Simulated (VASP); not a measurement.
**Ti: electric field gradients with PBE**

Ti:

```
Ti
1.0
     0.02030    2.04015    2.04015
     2.04015    0.02030    2.04015
     2.04015    2.04015    0.02030
Ti
1
Cartesian
  0.0000 0.0000 0.0000
```

This cell differs from its parent crystal: equal xy, yz and zx shear strains of +1 %.

| Item | Value |
| --- | --- |
| Program | VASP 6.6.1 |
| Task | electric field gradients |
| Functional | PBE |
| Potentials or basis | VASP PAW PBE potentials, release 64 (Ti_sv) |
| Cutoff | 520 eV |
| k mesh | 15 × 15 × 15 |
| Occupations | fermi-dirac, width 0.05 eV |
| Spin | no spin polarisation |
| Dipole correction | no |
| Further INCAR settings | ALGO = Normal; EDIFF = 1e-08; NBANDS = 12 |

```yaml
Pressure: 4.2 GPa
Band_gap_on_the_k_mesh: zero (bands 6 and 7 overlap by 1.11 eV)
Largest_electric_field_gradient_by_atom: Ti -4.3 V/Å²
```

Stress tensor (GPa, compression positive):
```
 4.15 -0.61 -0.61
-0.61  4.15 -0.61
-0.61 -0.61  4.15
```

Levels at points of the mesh, in eV from the Fermi level:
| k point | band 4 | band 5 | band 6 | band 7 | band 8 | band 9 |
| --- | --- | --- | --- | --- | --- | --- |
| (0.00, 0.00, 0.00) | -32.46 | -6.19 | 0.79 | 0.94 | 0.94 | 2.61 |

Electric field gradients, principal values (V/Å²):
```tsv
atom	least	middle	greatest (by size)
1 Ti	2.166	2.166	-4.332
```

It took 88 s on 1 thread of Intel Xeon 8259CL, with other jobs on the host, peak memory 0.19 GiB.

Caveat: the cell differs from its parent crystal (equal xy, yz and zx shear strains of +1 %); the cell stands under pressure; without QUAD_EFG the Cq values of the log hold for a quadrupole moment of 1 mb, not for the nuclei.
